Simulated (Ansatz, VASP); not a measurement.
# CsH5: VASP beside Ansatz

```xyz
6
Lattice="4.4497 0.0000 0.0000 -2.2249 3.8536 0.0000 0.0000 0.0000 5.4828" Properties=species:S:1:pos:R:3 pbc="T T T"
Cs    0.0000    2.5690    0.0000
H     2.7066    1.0064    2.7414
H     2.2249    1.8408    2.7414
H     1.7431    1.0064    2.7414
H     0.0000    0.0000    2.7414
H     2.2249    1.2845    0.0000
```

Alike in both runs: functional PBE; k mesh 12 × 12 × 8; occupations gaussian, width 0.01 eV; no spin polarisation.

Ansatz relaxed the structure, and its values are those at the end. VASP's run is a single point on that final structure, the one shown.

|  | VASP | Ansatz |
| --- | --- | --- |
| version | VASP 6.6.1 | Ansatz 0.2.0 |
| potentials or method | VASP PAW PBE potentials, release 64 (Cs_sv, H), cutoff 520 eV | scalar-relativistic, plane waves, PAW |
| valence electrons in the cell | 14 | 14 |

|  | VASP | Ansatz | Ansatz less VASP |
| --- | --- | --- | --- |
| gap on the k mesh at the Fermi level (eV) | 0.02 | 0.02 | -0.004 |
| least direct gap on the mesh (eV) | 0.02 | 0.02 | -0.004 |
| pressure (GPa) | 0.0 | 0.0 | +0.03 |
| rms of the force components (eV/Å) | 0.007 | 0.004 | -0.0026 |

Neither program's run includes spin-orbit coupling.
